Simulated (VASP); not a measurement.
## Li: single point with r2SCAN

Li:

```
Li
1.0
     0.00000    3.00798    3.00798
     3.00798    0.00000    3.00798
     3.00798    3.00798    0.00000
Li
2
Direct
  0.12500 0.12500 0.12500
  0.87500 0.87500 0.87500
```

This cell differs from its parent crystal: volume scaled by 1.04.

| Quantity | Value |
| --- | --- |
| Program | VASP 6.6.1 |
| Task | single point |
| Functional | r2SCAN |
| Potentials or basis | VASP PAW PBE potentials, release 64 (Li_sv) |
| Cutoff | 520 eV |
| k mesh | 10 × 10 × 10 |
| Occupations | fermi-dirac, width 0.1 eV |
| Spin | no spin polarisation |
| Dipole correction | no |
| Further INCAR settings | ALGO = Normal; EDIFF = 1e-06; NBANDS = 10 |

- Band gap on the k mesh: zero (band 3 reaches 0.63 eV, above the bottom of band 4 at -0.21 eV)

Levels at points of the mesh, in eV from the Fermi level:
| k point | band 1 | band 2 | band 3 | band 4 | band 5 | band 6 |
| --- | --- | --- | --- | --- | --- | --- |
| (0.00, 0.00, 0.00) | -49.59 | -49.53 | -3.56 | 5.98 | 5.98 | 5.98 |
| (0.50, 0.00, 0.00) | -49.58 | -49.54 | -1.30 | -0.33 | 4.54 | 4.54 |
| (0.50, 0.50, 0.00) | -49.56 | -49.56 | 0.09 | 0.09 | 2.41 | 2.41 |

Run time: 86 s on 1 thread of Intel(R) Xeon(R) 6975P-C (Granite Rapids) (shared host), peak memory 0.17 GiB.
